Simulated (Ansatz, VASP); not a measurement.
# LiMgBN2 in VASP and in Ansatz

File INCAR:

```
SYSTEM = LiMgBN2
ALGO = Normal
EDIFF = 1E-6
ENCUT = 750
GGA = PS
GGA_COMPAT = .FALSE.
ISIF = 2
ISMEAR = 0
LASPH = .TRUE.
LCHARG = .FALSE.
LREAL = .FALSE.
LWAVE = .FALSE.
NBANDS = 17
NELM = 120
PREC = Accurate
SIGMA = 0.05
```

File KPOINTS:

```
k-points
0
G
  8 8 8
  0 0 0
```

POSCAR

```
LiMgBN2
1.0
   -2.0215500000      2.0215500000      4.7777500000
    2.0215500000     -2.0215500000      4.7777500000
    2.0215500000      2.0215500000     -4.7777500000
Li Mg B N
1 1 1 2
Direct
    0.2500000000      0.7500000000      0.5000000000
    0.7500000000      0.2500000000      0.5000000000
    0.5000000000      0.5000000000      0.0000000000
    0.6517393865      0.6517393865      0.0000000000
    0.3482606135      0.3482606135      0.0000000000
```

Input for Ansatz:

```yaml
crystal:
  lattice:
    - [-2.02155, 2.02155, 4.77775]
    - [2.02155, -2.02155, 4.77775]
    - [2.02155, 2.02155, -4.77775]
  atoms:
    - { symbol: Li, position: [0.25, 0.75, 0.5] }
    - { symbol: Mg, position: [0.75, 0.25, 0.5] }
    - { symbol: B, position: [0.5, 0.5, 0.0] }
    - { symbol: "N", position: [0.6517393865, 0.6517393865, 0.0] }
    - { symbol: "N", position: [0.3482606135, 0.3482606135, 0.0] }
basis:
  ecutwfc: 520.0
kpoints:
  mp_grid: { grid: [8, 8, 8] }
hamiltonian:
  xc: pbesol
  pseudopotentials: { kind: paw }
scf:
  occupations: { method: gaussian, width: 0.05 }
output:
  forces: true
  stress: true
  eigenvalues: true
```

Alike in both runs: task single point; functional PBEsol; k mesh 8 × 8 × 8; occupations gaussian, width 0.05 eV; no spin polarisation.

|  | VASP | Ansatz |
| --- | --- | --- |
| version | VASP 6.6.1 | Ansatz 0.2.0 |
| potentials or method | VASP PAW PBE potentials, release 64 (Li_sv, Mg, B, N), cutoff 750 eV | scalar-relativistic, plane waves, PAW |
| valence electrons in the cell | 18 | 26 |

VASP gave:

* gap on the k mesh at the Fermi level (eV): 1.99
* least direct gap on the mesh (eV): 3.07
* pressure (GPa): -16.2
* traceless stress, the component that is largest in VASP (GPa): -13.85
* rms of the force components (eV/Å): 1.110

Q: What did Ansatz give for the same quantities?

A: gap on the k mesh at the Fermi level (eV): 1.99; least direct gap on the mesh (eV): 3.07; pressure (GPa): -16.1; traceless stress, the component that is largest in VASP (GPa): -14.02; rms of the force components (eV/Å): 1.123.

VASP's potentials were made for PBE, not for PBEsol. Atom by atom the forces differ by 0.013 eV/Å (rms over components). The functional is the same, so the differences come from potentials, cutoffs and numerics. VASP's potentials hold 18 valence electrons a cell and Ansatz's 26, so a difference there can come from the potentials and not from the codes.
